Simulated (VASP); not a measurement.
Runs of VASP 6.6.1 on HfS2. The structure is that of space group P-3m1 (No. 164), or close to it. The cells are those of the table. 

```csv
task,cell,gap on the mesh (eV),pressure (GPa),largest force (eV/Å)
single point,"a = 3.495, b = 3.495, c = 5.400 Å, angles 90.0, 90.0, 120.0°, 3 atoms",(a),3.0,0.06
single point,"a = 3.547, b = 3.547, c = 5.578 Å, angles 90.0, 90.0, 120.0°, 3 atoms",0.48,-0.5,0.05
single point,"a = 3.582, b = 3.582, c = 5.799 Å, angles 90.0, 90.0, 120.0°, 3 atoms",(c),(b),0.05
relaxation of shape and atoms at fixed volume,"relaxed from a = 3.425, b = 3.425, c = 5.265 Å, angles 90.0, 90.0, 120.0°, 3 atoms",none,8.7,-
single point,"a = 3.463, b = 3.463, c = 5.325 Å, angles 90.0, 90.0, 120.0°, 3 atoms",none,5.5,0.05
```

Alike in all rows: level PBEsol+D3(BJ); potentials or basis VASP PAW PBE potentials, release 64 (Hf_pv, S); no spin polarisation; k mesh 12 × 12 × 6; cutoff (eV) 500; smearing gaussian 0.02 eV.

**Question.** Fill in the values left out.

**Answer.** (a) 0.12; (b) -2.4; (c) 0.81.

Caveats: the PAW data sets were made with another functional, which shifts forces and pressure a little; spin-orbit coupling is left out, which moves the levels of the heavy elements; pairwise dispersion overbinds metals, which lowers pressure and volume (some runs).

A k mesh can miss the band edges, and the runs leave out spin-orbit coupling on Hf.

A gap of «none» marks levels without a gap at the run's occupations.
